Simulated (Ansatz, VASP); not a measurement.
**Two plane-wave programs on AlGa2N3**

```
Al Ga N
1.0
    -1.59232    1.59232    6.73581
     1.59232   -1.59232    6.73581
     1.59232    1.59232   -6.73581
Al Ga N
1 2 3
Cartesian
  0.0000 0.0000 6.7358
  0.0000 0.0000 11.2541
  0.0000 0.0000 2.2175
  1.5923 0.0000 5.6785
  1.5923 0.0000 1.0573
  0.0000 1.5923 3.3679
```

Alike in both runs: functional PBE; k mesh 12 × 12 × 12; occupations gaussian, width 0.02 eV; no spin polarisation.

Ansatz relaxed the structure, and its values are those at the end. VASP's run is a single point on that final structure, the one shown.

|  | VASP | Ansatz |
| --- | --- | --- |
| version | VASP 6.6.1 | Ansatz 0.2.0 |
| potentials or method | VASP PAW PBE potentials, release 64 (Al, Ga_d, N), cutoff 520 eV | scalar-relativistic, plane waves, PAW |
| valence electrons in the cell | 44 | 44 |

VASP gave:

```
gap on the k mesh at the Fermi level (eV) : 2.25
least direct gap on the mesh (eV)         : 2.25
pressure (GPa)                            : 0.0
rms of the force components (eV/Å)        : 0.009
```

Problem. What did Ansatz give for the same quantities?

Solution. gap on the k mesh at the Fermi level (eV): 2.24; least direct gap on the mesh (eV): 2.24; pressure (GPa): 0.0; rms of the force components (eV/Å): 0.002.

The functional is the same, so the differences come from potentials, cutoffs and numerics.
